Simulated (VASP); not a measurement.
SrO:

```xyz
4
Lattice="3.5768 0.0000 0.0000 -1.7884 3.0976 0.0000 0.0000 0.0000 6.2430" Properties=species:S:1:pos:R:3 pbc="T T T"
Sr    0.0000    2.0651    1.5607
Sr    1.7884    1.0325    4.6822
O     0.0000    0.0000    0.0000
O     0.0000    0.0000    3.1215
```

Base run:

```yaml
Program: VASP 6.6.1
Functional: PBEsol
Potentials_or_basis: VASP PAW PBE potentials, release 64 (Sr_sv, O)
Cutoff: 520 eV
k_mesh: 9 × 9 × 4
Occupations: gaussian, width 0.02 eV
Spin: no spin polarisation
```

Its results: band gap on the k mesh 2.82 eV, direct; pressure -3.2 GPa.

Q: The run is repeated on the same cell with these changes: functional from PBEsol to PBE. What comes out?

A: Band gap on the k mesh 2.97 eV, direct; pressure 0.5 GPa.

PBE binds less tightly than PBEsol, so the same cell stands under more pressure.

Caveats: the PAW data sets were made with another functional, which shifts forces and pressure a little (some runs).

A k mesh can miss the band edges.
